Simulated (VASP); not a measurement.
Wanted: the native input for a VASP 6.6.1 run.

```yaml
Task: single point
Functional: PBE
Potentials_or_basis: VASP PAW PBE potentials, release 64 (Be, Te)
Cutoff: 600 eV
k_mesh: 6 × 6 × 6
Occupations: gaussian, width 0.5 eV
Spin: no spin polarisation
Dipole_correction: no
Further_INCAR_settings: ALGO = Normal; EDIFF = 1e-06; NBANDS = 11
```

The structure of BeTe lies in POSCAR:

```
BeTe
1.0
    0.0000000000      2.6832298771      2.6832298771
    2.6832298771      0.0000000000      2.6832298771
    2.6832298771      2.6832298771      0.0000000000
Be Te
1 1
Direct
    0.0000000000      0.0000000000      0.0000000000
    0.5000000000      0.5000000000      0.5000000000
```

These files were run (other wordings do the same):

INCAR

```
PREC     = Accurate       # precision mode
ENCUT    = 600            # plane-wave cutoff, eV
EDIFF    = 1E-6           # SCF threshold, eV
ISMEAR   = 0              # smearing method
SIGMA    = 0.5            # smearing width, eV
LREAL    = F              # projectors in reciprocal space
LASPH    = T              # aspherical terms in the spheres
NELM     = 120            # most SCF steps
ALGO     = Normal         # electronic algorithm
ISIF     = 2              # what is computed and relaxed
LWAVE    = F              # write WAVECAR
LCHARG   = T              # write CHGCAR
GGA      = PE             # functional
LELF     = T              # ELF
LVHAR    = T            
NBANDS   = 11             # bands
GGA_COMPAT= F
```

KPOINTS

```
regular mesh
0
Gamma
  6 6 6
```

Potentials or basis: VASP PAW PBE potentials, release 64 (Be, Te).

Command:

```console
$ cat potpaw_PBE.64/Be/POTCAR potpaw_PBE.64/Te/POTCAR > POTCAR
$ mpirun -np 1 vasp_std > vasp.out
```

It gave:

- Pressure: 0.0 GPa
- Band gap on the k mesh: zero (band 4 reaches 7.48 eV, above the bottom of band 5 at 6.29 eV)

Caveat: spin-orbit coupling is left out, which moves the levels of the heavy elements.

It took 8.7 s on 1 thread of Intel Xeon 6975P-C, on a shared host, peak memory 0.17 GiB.
